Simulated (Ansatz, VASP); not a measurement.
Two plane-wave programs on CdS

```
CELL_PARAMETERS angstrom
0.00000 2.94295 2.94295
2.94295 0.00000 2.94295
2.94295 2.94295 0.00000
ATOMIC_POSITIONS crystal
Cd 0.00000 0.00000 0.00000
S 0.75000 0.75000 0.75000
```

Alike in both runs: task relaxation of cell and atoms; functional r2SCAN; k mesh 8 × 8 × 8; occupations gaussian, width 0.02 eV; no spin polarisation.

|  | VASP | Ansatz |
| --- | --- | --- |
| version | VASP 6.6.1 | Ansatz 0.2.0 |
| potentials or method | VASP PAW PBE potentials, release 64 (Cd, S), cutoff 600 eV | scalar-relativistic, plane waves, PAW |
| valence electrons in the cell | 18 | 26 |

Ansatz gave:

```
gap on the k mesh at the Fermi level, each at its own relaxed structure (eV) : 1.54
relaxed volume (Å³/atom)                                                     : 25.40
relaxed cell length with the largest relative difference (Å)                 : 4.157
```

**Question.** What did VASP give for the same quantities?

**Answer.** gap on the k mesh at the Fermi level, each at its own relaxed structure (eV): 1.53; relaxed volume (Å³/atom): 25.50; relaxed cell length with the largest relative difference (Å): 4.162.

VASP's potentials were made for PBE, not for r2SCAN. VASP's potentials hold 18 valence electrons a cell and Ansatz's 26, so a difference there can come from the potentials and not from the codes.
